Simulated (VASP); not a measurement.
Ru, 2 atoms in the cell. It takes space group P6_3/mmc (No. 194, hexagonal). The conventional cell has a = 2.747 Å, b = 2.747 Å, c = 4.270 Å, α = 90.00°, β = 90.00°, γ = 120.00°. Within 3.5 Å of Ru (site symmetry -6m2) lie 12 Ru at 2.66 to 2.75 Å.  This cell differs from its parent crystal: biaxial strain in the a-b plane: +1.0 %, then relaxed in part.

```yaml
Program: VASP 6.6.1
Task: single point
Functional: PBE
Potentials_or_basis: VASP PAW PBE potentials, release 64 (Ru_pv)
Cutoff: 520 eV
k_mesh: 24 × 24 × 12
Occupations: gaussian, width 0.1 eV
Spin: no spin polarisation
Dipole_correction: no
Further_INCAR_settings: ALGO = Fast; EDIFF = 1e-06; NBANDS = 21
```

Potentials or basis: VASP PAW PBE potentials, release 64 (Ru_pv).

Launch:

```bash
$ cat potpaw_PBE.64/Ru_pv/POTCAR > POTCAR
$ mpirun -np 1 vasp_std > vasp.out
```

Hardware: 1 thread of AMD EPYC 7R13 Processor (Zen 3) (shared host).

Task: How long does it take, and how much memory?

Result: Wall time 2.3 min on 1 thread of AMD EPYC 7R13 Processor (Zen 3), with other jobs on the host, peak memory 0.26 GiB. Counts: scf iterations 13, k points 427.
